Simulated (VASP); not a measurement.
# BeAl2 (P6_222) in VASP: notebook

Runs on BeAl2. Level: PBE. Tasks: relaxation of cell and atoms.

All numbers are computed with VASP 6.6.1; they aren't measurements. Logs are shortened: lines on timing, memory, paths and dates and some standing lists are left out, and cuts for length are marked.

### 1 The cell of the first run

Symmetry: P6_222, No. 180, hexagonal system. The conventional cell has a = 5.370 Å, b = 5.370 Å, c = 5.896 Å, α = 90.00°, β = 90.00°, γ = 120.00°. Within 2.3 Å of Be (site symmetry 222) lie 4 Al at 1.70 Å. Within 2.3 Å of Al (site symmetry 2) lie 2 Be at 1.70 Å.

### 2 Relaxation of cell and atoms, PBE

INCAR reads:

```
SYSTEM = BeAl2
  ALGO = Fast
  EDIFF = 1E-6
  EDIFFG = -0.04
  ENCUT = 600
  GGA = PE
  IBRION = 2
  ISIF = 3
  ISMEAR = 0
  LASPH = .TRUE.
  LCHARG = .FALSE.
  LREAL = .FALSE.
  LWAVE = .FALSE.
  NELM = 80
  NSW = 90
  PREC = Accurate
  SIGMA = 0.1
```

KPOINTS reads:

```
k-points
0
G
  6 6 4
  0 0 0
```

POSCAR reads:

```
BeAl2
1.0
    5.3696683710      0.0000000000      0.0000000000
   -2.6848341856      4.6502692193      0.0000000000
    0.0000000000      0.0000000000      5.8956790346
Be Al
3 6
Direct
    0.5000000000      0.0000000000      0.0000000000
    0.5000000000      0.5000000000      0.3333333333
    0.0000000000      0.5000000000      0.6666666667
    0.2110000000      0.4220000000      0.5000000000
    0.7890000000      0.2110000000      0.8333333333
    0.5780000000      0.7890000000      0.1666666667
    0.7890000000      0.5780000000      0.5000000000
    0.2110000000      0.7890000000      0.8333333333
    0.4220000000      0.2110000000      0.1666666667
```

Potentials or basis: VASP PAW PBE potentials, release 64 (Be, Al).

The run is started by

```
cat potpaw_PBE.64/Be/POTCAR potpaw_PBE.64/Al/POTCAR > POTCAR
mpirun -np 1 vasp_std > vasp.out
```

OUTCAR:

```text
SYSTEM = BeAl2
   EDIFF = 1E-6
   EDIFFG = -0.04
   ENCUT = 600
   GGA = PE
   IBRION = 2
   ISIF = 3
   ISMEAR = 0
   LASPH = .TRUE.
   LREAL = .FALSE.
   NELM = 80
   NSW = 90
   PREC = Accurate

 ion  position               nearest neighbor table
   1  0.500  0.000  0.000-   5 1.70   8 1.70   6 1.70   9 1.70
   2  0.500  0.500  0.333-   6 1.70   9 1.70   7 1.70   4 1.70
   3  0.000  0.500  0.667-   5 1.70   8 1.70   7 1.70   4 1.70
   4  0.211  0.422  0.500-   2 1.70   3 1.70   5 2.78   9 2.78   7 2.78   7 2.78   6 2.78   8 2.78

   5  0.789  0.211  0.833-   3 1.70   1 1.70   4 2.78   6 2.78   8 2.78   8 2.78   7 2.78   9 2.78

   6  0.578  0.789  0.167-   2 1.70   1 1.70   7 2.78   5 2.78   9 2.78   9 2.78   4 2.78   8 2.78

   7  0.789  0.578  0.500-   2 1.70   3 1.70   8 2.78   6 2.78   4 2.78   4 2.78   9 2.78   5 2.78

   8  0.211  0.789  0.833-   3 1.70   1 1.70   7 2.78   9 2.78   5 2.78   5 2.78   4 2.78   6 2.78

   9  0.422  0.211  0.167-   2 1.70   1 1.70   4 2.78   8 2.78   6 2.78   6 2.78   7 2.78   5 2.78

  LATTYP: Found a hexagonal cell.
 ALAT       =     5.3696683710
 C/A-ratio  =     1.0979596182

  Lattice vectors:

 A1 = (   5.3696683710,   0.0000000000,   0.0000000000)
 A2 = (  -2.6848341856,   4.6502692193,   0.0000000000)
 A3 = (   0.0000000000,   0.0000000000,   5.8956790346)

Analysis of symmetry for initial positions (statically):
=====================================================================
 Subroutine PRICEL returns:
 Original cell was already a primitive cell.

 Routine SETGRP: Setting up the symmetry group for a
 hexagonal supercell.

 Subroutine GETGRP returns: Found 12 space group operations
 (whereof  4 operations were pure point group operations)
 out of a pool of 24 trial point group operations.

The static configuration has the point symmetry D_2 .
 The point group associated with its full space group is D_6 .

Analysis of symmetry for dynamics (positions and initial velocities):
=====================================================================
 Subroutine PRICEL returns:
 Original cell was already a primitive cell.

 Routine SETGRP: Setting up the symmetry group for a
 hexagonal supercell.

 Subroutine GETGRP returns: Found 12 space group operations
 (whereof  4 operations were pure point group operations)
 out of a pool of 24 trial point group operations.

The dynamic configuration has the point symmetry D_2 .
 The point group associated with its full space group is D_6 .

 Subroutine INISYM returns: Found 12 space group operations
 (whereof  4 operations are pure point group operations),
 and found     1 'primitive' translations

----------------------------------------------------------------------------------------

                                     Primitive cell

  volume of cell :     147.2175

  direct lattice vectors                    reciprocal lattice vectors
     5.369668371  0.000000000  0.000000000     0.186231240  0.107520657  0.000000000
    -2.684834186  4.650269219  0.000000000     0.000000000  0.215041313  0.000000000
     0.000000000  0.000000000  5.895679035     0.000000000  0.000000000  0.169615746

  length of vectors
     5.369668371  5.369668371  5.895679035     0.215041313  0.215041313  0.169615746

  position of ions in fractional coordinates (direct lattice)
     0.500000000  0.000000000  0.000000000
     0.500000000  0.500000000  0.333333333
     0.000000000  0.500000000  0.666666667
     0.211000000  0.422000000  0.500000000
     0.789000000  0.211000000  0.833333333
     0.578000000  0.789000000  0.166666667
     0.789000000  0.578000000  0.500000000
     0.211000000  0.789000000  0.833333333
     0.422000000  0.211000000  0.166666667

  ion indices of the primitive-cell ions
   primitive index   ion index
                 1           1
                 2           2
                 3           3
                 4           4
                 5           5
                 6           6
                 7           7
                 8           8
                 9           9

----------------------------------------------------------------------------------------

 KPOINTS: k-points

Automatic generation of k-mesh.
 Grid dimensions read from file:
 generate k-points for:    6    6    4

 Generating k-lattice:

  Cartesian coordinates                     Fractional coordinates (reciprocal lattice)
     0.031038540  0.017920109  0.000000000     0.166666667  0.000000000  0.000000000
     0.000000000  0.035840219  0.000000000     0.000000000  0.166666667  0.000000000
     0.000000000  0.000000000  0.042403937     0.000000000  0.000000000  0.250000000

  Length of vectors
     0.035840219  0.035840219  0.042403937

  Shift w.r.t. Gamma in fractional coordinates (k-lattice)
     0.000000000  0.000000000  0.000000000

 Subroutine IBZKPT returns following result:
 ===========================================

 Found     21 irreducible k-points:

 Following reciprocal coordinates:
            Coordinates               Weight
  0.000000  0.000000  0.000000      1.000000
  0.166667 -0.000000  0.000000      6.000000
  0.333333 -0.000000  0.000000      6.000000
  0.500000 -0.000000  0.000000      3.000000
  0.166667  0.166667  0.000000      6.000000
  0.333333  0.166667  0.000000     12.000000
[... 13 lines left out ...]
  0.333333  0.166667  0.500000     12.000000
  0.333333  0.333333  0.500000      2.000000
   k-points           NKPTS =     21   k-points in BZ     NKDIM =     21   number of bands    NBANDS=     17
   number of dos      NEDOS =    301   number of ions     NIONS =      9
   total plane-waves  NPLWV = 110592
   dimension x,y,z NGX =    48 NGY =   48 NGZ =   48
   dimension x,y,z NGXF=    96 NGYF=   96 NGZF=   96
   ions per type =               3   6
   NGX,Y,Z   is equivalent  to a cutoff of  14.86, 14.86, 13.54 a.u.
   NGXF,Y,Z  is equivalent  to a cutoff of  29.72, 29.72, 27.07 a.u.
 SYSTEM =  BeAl2
   PREC   = accura    normal or accurate (medium, high low for compatibility)
   ISTART =      0    job   : 0-new  1-cont  2-samecut
   ICHARG =      2    charge: 1-file 2-atom 10-const
   ISPIN  =      1    spin polarized calculation?
   LNONCOLLINEAR =      F non collinear calculations
   LSORBIT =      F    spin-orbit coupling
   LASPH  =      T    aspherical Exc in radial PAW
   ENCUT  =  600.0 eV  44.10 Ry    6.64 a.u.  10.72 10.72 11.78*2*pi/ulx,y,z
   NELM   =     80;   NELMIN=  2; NELMDL= -5     # of ELM steps
   EDIFF  = 0.1E-05   stopping-criterion for ELM
   LREAL  =      F    real-space projection
   EDIFFG = -.4E-01   stopping-criterion for IOM
   NSW    =     90    number of steps for IOM
   IBRION =      2    ionic relax: 0-MD 1-quasi-New 2-CG
   NFREE  =      1    steps in history (QN), initial steepest desc. (CG)
   ISIF   =      3    stress and relaxation
   ISYM   =      2    0-nonsym 1-usesym 2-fastsym
   POTIM  = 0.5000    time-step for ionic-motion
   TEBEG  =    0.0;   TEEND  =   0.0 temperature during run
   PSTRESS=    0.0 pullay stress
   NELECT =      24.0000    total number of electrons
   NUPDOWN=      -1.0000    fix difference up-down
   EMIN   =  10.00;   EMAX   =-10.00  energy-range for DOS
   EFERMI =   0.00;   METHOD = LEGACY
   ISMEAR =     0;   SIGMA  =   0.10  broadening in eV -4-tet -1-fermi 0-gaus
   EFERMI_NEDOS =   21; number of points for ismear=-14 and -15
   IALGO  =     68    algorithm
   IMIX   =      4    mixing-type and parameters
     AMIX     =   0.40;   BMIX     =  1.00
     AMIX_MAG =   1.60;   BMIX_MAG =  1.00
  volume/ion in A,a.u.               =      16.36       110.39
  Fermi-wavevector in a.u.,A,eV,Ry     =   0.894318  1.690017 10.882010  0.799805
  Thomas-Fermi vector in A             =   2.016508
   LORBIT       =      0    0 simple, 1 ext, 2 COOP (PROOUT), +10 PAW based schemes
   GGA     = PE    functional components
   LHFCALC =     F    Hartree Fock is set to
   AEXX    =    0.0000 exact exchange contribution
   IVDW    =     0    specifies the selected vdW correction
   LEPSILON=     F    determine dielectric tensor
   LRPA    =     F    only Hartree local field effects (RPA)
 conjugate gradient relaxation of ions
 non-spin polarized calculation
 RMM-DIIS sequential band-by-band and
 Gauss-broadening in eV      SIGMA  =   0.10
  energy-cutoff  :      600.00
  volume of cell :      147.22
 maximum number of plane-waves:      4932
 NGX is ok and might be reduce to    48
   NGX = 21   NGY = 21   NGZ = 23

--------------------------------------- Ionic step        1  -------------------------------------------

 number of electron      24.0000000 magnetization

 Free energy of the ion-electron system (eV)
  ---------------------------------------------------
  ext. energy  EPLUGINS =         0.00000000
  ---------------------------------------------------
  free energy    TOTEN  =        -7.81598948 eV

  energy without entropy =       -7.80921292  energy(sigma->0) =       -7.81260120

 E-fermi :   4.9213     XC(G=0):  -8.9552

 val. band max:        4.9044313036   @ k =   0.1667  -0.0000   0.2500
 cond. band min:       5.0608512139   @ k =   0.5000  -0.0000   0.0000
 fundamental gap:      0.1564199102
 Fermi energy:         4.9212999563

 k-point     1 :       0.0000    0.0000    0.0000
  band No.  band energies     occupation
      1      -4.3720      2.00000
      2      -1.2096      2.00000
      3      -1.2096      2.00000
      4       0.5737      2.00000
      5       1.0722      2.00000
      6       1.0722      2.00000
[... 9 lines left out ...]
     16       7.9034      0.00000
     17       8.6588      0.00000
[... 520 lines left out ...]
  FREE ENERGIE OF THE ION-ELECTRON SYSTEM (eV)
  ---------------------------------------------------
  free  energy   TOTEN  =       -22.9626532178 eV

  energy  without entropy=      -22.9437109661  energy(sigma->0) =      -22.95318209

[... ionic steps 4 to 11 ...]

--------------------------------------- Ionic step       12  -------------------------------------------

 number of electron      24.0000000 magnetization

------------------------ aborting loop because EDIFF is reached ----------------------------------------

  FORCE on cell =-STRESS in cart. coord.  units (eV):
  Direction    XX          YY          ZZ          XY          YZ          ZX
  --------------------------------------------------------------------------------------
  -------------------------------------------------------------------------------------
  Total       -0.3093229     -0.3093229      0.1418877      0.0000000      0.0000000      0.0000000
  in kB       -1.5184030     -1.5184030      0.6964977      0.0000000      0.0000000      0.0000000
  external PRESSURE =      -0.7801027 kB  Pullay stress =       0.0000000 kB
[... 71 lines left out ...]
  energy  without entropy=      -24.2724436376  energy(sigma->0) =      -24.27309839

--------------------------------------- Ionic step       14  -------------------------------------------

 number of electron      24.0000000 magnetization

 Free energy of the ion-electron system (eV)
  ---------------------------------------------------
  ext. energy  EPLUGINS =         0.00000000
  ---------------------------------------------------
  free energy    TOTEN  =       -24.27865159 eV

  energy without entropy =      -24.27739902  energy(sigma->0) =      -24.27802531

 E-fermi :   0.5931     XC(G=0):  -6.2451

 val. band max:        0.3734037051   @ k =   0.5000  -0.0000   0.0000
 cond. band min:       0.6104504484   @ k =   0.0000   0.0000   0.2500
 fundamental gap:      0.2370467433
 Fermi energy:         0.5930770082

 k-point     1 :       0.0000    0.0000    0.0000
  band No.  band energies     occupation
      1      -6.5504      2.00000
      2      -4.8977      2.00000
      3      -4.8977      2.00000
      4      -4.1797      2.00000
      5      -2.8100      2.00000
      6      -2.8100      2.00000
[... 9 lines left out ...]
     16       1.9431      0.00000
     17       3.6136      0.00000
[... 434 lines left out ...]
  FREE ENERGIE OF THE ION-ELECTRON SYSTEM (eV)
  ---------------------------------------------------
  free  energy   TOTEN  =       -24.2786515885 eV

  energy  without entropy=      -24.2773990225  energy(sigma->0) =      -24.27802531

 reached required accuracy - stopping structural energy minimisation
```

It took 7 min on 1 thread of Intel Xeon 6975P-C (Granite Rapids), shared host; peak memory 0.35 GiB.

What came out:

| Quantity | Value |
| --- | --- |
| Free energy | -24.2787 eV |
| Relaxed volume | 36.18 Å³/atom |
| Relaxed cell | a = 6.977 Å, b = 6.977 Å, c = 7.725 Å, α = 90.00°, β = 90.00°, γ = 120.00° |
| Space group after relaxing (to 0.1 Å) | P6_222 (No. 180) |
| Energy gained by relaxing | 1829.2 meV/atom |
| Ionic steps | 14 |
| Pressure after relaxing | 0.0 GPa |
| Largest force after relaxing | 0.018 eV/Å |
| Band gap on the k mesh | zero (bands 12 and 13 overlap by 0.10 eV) |

Forces on the atoms (eV/Å):
```
Be   0.000  0.000  0.000
Be   0.000  0.000  0.000
Be   0.000  0.000  0.000
Al   0.000 -0.018  0.000
Al   0.016 -0.009  0.000
Al   0.016  0.009  0.000
Al   0.000  0.018  0.000
Al  -0.016  0.009  0.000
Al  -0.016 -0.009  0.000
```

Step by step:
```
step  energy change (eV)  largest force (eV/Å)  pressure (GPa)  volume (Å³)
   1              0.0000                2.6034           56.18       147.22
   2            -15.0967                0.3005           -1.08       306.35
   3            -15.1467                0.1265            0.89       279.58
   4            -15.1690                0.1987            0.03       289.62
   5            -15.1675                0.1750            0.33       286.12
   6            -15.1798                0.2050            0.34       287.00
   7            -15.2272                0.2963            0.37       289.64
   8            -15.3710                0.4830            0.43       294.96
   9            -15.7913                0.6552            0.40       305.81
  10            -16.4245                0.1740           -0.28       328.29
  11            -16.4447                0.0356           -0.54       334.21
  12            -16.4561                0.0667           -0.08       326.39
  13            -16.4578                0.0414           -0.20       328.45
  14            -16.4627                0.0180           -0.05       325.62
```

Final structure:
```
Be Al
1.0
     6.97651    0.00000    0.00000
    -3.48825    6.04183    0.00000
     0.00000    0.00000    7.72499
Be Al
3 6
Direct
  0.50000 0.00000 0.00000
  0.50000 0.50000 0.33333
  0.00000 0.50000 0.66667
  0.24080 0.48160 0.50000
  0.75920 0.24080 0.83333
  0.51840 0.75920 0.16667
  0.75920 0.51840 0.50000
  0.24080 0.75920 0.83333
  0.48160 0.24080 0.16667
```

Levels at points of the mesh, in eV from the Fermi level:
```csv
k point,band 10,band 11,band 12,band 13,band 14,band 15
"(0.00, 0.00, 0.00)",-1.42,-1.32,0.12,0.12,0.17,0.79
"(0.50, 0.00, 0.00)",-1.29,-1.01,-0.22,0.75,0.98,1.06
"(0.00, 0.00, 0.50)",-1.09,-0.93,-0.93,0.15,1.16,1.16
"(0.50, 0.00, 0.50)",-0.95,-0.76,-0.75,0.76,1.01,1.07
```

Caveat: the volume moved by over 15 % at a fixed basis, so the end points are rough.

(Continued in part 2 of 2.)
